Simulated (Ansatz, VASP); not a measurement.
## One calculation of F, two programs

The input INCAR:

```
SYSTEM = F
ALGO = Normal ; EDIFF = 1E-6
ENCUT = 520 ; GGA = PE
ISIF = 2 ; ISMEAR = 1
LASPH = .TRUE. ; LCHARG = .FALSE.
LREAL = .FALSE. ; LWAVE = .FALSE.
NBANDS = 10 ; NELM = 100
PREC = Accurate ; SIGMA = 0.15
```

The input KPOINTS:

```
k-points
0
G
  18 18 18
  0 0 0
```

File POSCAR:

```
F
1.0
   -1.3608131478      1.3608131478      1.3608131478
    1.3608131478     -1.3608131478      1.3608131478
    1.3608131478      1.3608131478     -1.3608131478
F
1
Direct
    0.0000000000      0.0000000000      0.0000000000
```

Input for Ansatz:

```yaml
crystal:
  lattice:
    - [-1.3608131478, 1.3608131478, 1.3608131478]
    - [1.3608131478, -1.3608131478, 1.3608131478]
    - [1.3608131478, 1.3608131478, -1.3608131478]
  atoms:
    - { symbol: F, position: [0.0, 0.0, 0.0] }
kpoints:
  mp_grid: { grid: [18, 18, 18] }
scf:
  occupations: { method: cold, width: 0.15 }
hamiltonian:
  xc: pbe
  pseudopotentials: { kind: all_electron, lapw: { basis_error: 0.0005 } }
output:
  forces: true
  stress: true
  eigenvalues: true
```

Alike in both runs: task single point; functional PBE; k mesh 18 × 18 × 18; no spin polarisation.

|  | VASP | Ansatz |
| --- | --- | --- |
| version | VASP 6.6.1 | Ansatz 0.2.0 |
| potentials or method | VASP PAW PBE potentials, release 64 (F), cutoff 520 eV | all-electron LAPW, scalar-relativistic |
| occupations | methfessel-paxton of order 1, width 0.15 eV | cold, width 0.15 eV |

Ansatz gave:

```
pressure (GPa) : -0.3
```

Problem. Which values does VASP return?

Solution. Pressure (GPa): -0.9.

Ansatz ran all-electron here, and VASP with PAW potentials.
